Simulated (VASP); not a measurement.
Input of a VASP 6.6.1 run:

INCAR

```
SYSTEM = Au
PREC     = Accurate       ! precision mode
ENCUT    = 520            ! plane-wave cutoff, eV
EDIFF    = 1E-6           ! SCF threshold, eV
ISMEAR   = -1             ! smearing method
SIGMA    = 0.1            ! smearing width, eV
LREAL    = .FALSE.        ! projectors in reciprocal space
LASPH    = .TRUE.         ! aspherical terms in the spheres
NELM     = 80             ! most SCF steps
ALGO     = Normal         ! electronic algorithm
ISIF     = 2              ! what is computed and relaxed
LWAVE    = .FALSE.        ! write WAVECAR
LCHARG   = .FALSE.        ! write CHGCAR
GGA      = CA             ! functional
NBANDS   = 24             ! bands
```

KPOINTS

```
Automatic mesh
0
G
  11 11 15
  0 0 0
```

The input POSCAR:

```
Au
1.0
    4.6117356640      0.0000000000      0.0000000000
   -2.3058678320      3.9938802405      0.0000000000
    0.0000000000      0.0000000000      2.7546262443
Au
3
Direct
    1.0000000000      1.0000000000      0.0000000000
    0.3333333333      0.6666666667      0.5000000000
    0.6666666667      0.3333333333      0.5000000000
```

Potentials or basis: VASP PAW LDA potentials, release 64 (Au).

Launch:

```console
$ cat potpaw_LDA.64/Au/POTCAR > POTCAR
$ mpirun -np 1 vasp_std > vasp.out
```

What does it give for the band gap on the k mesh?

Zero (an odd number of electrons rules out a gap without spin polarisation).

Predict the pressure.

0.4 GPa.

Stress tensor (GPa, compression positive):
```
 0.71  0.00  0.00
 0.00  0.71  0.00
 0.00  0.00 -0.29
```

Caveat: spin-orbit coupling is left out, which moves the levels of the heavy elements.
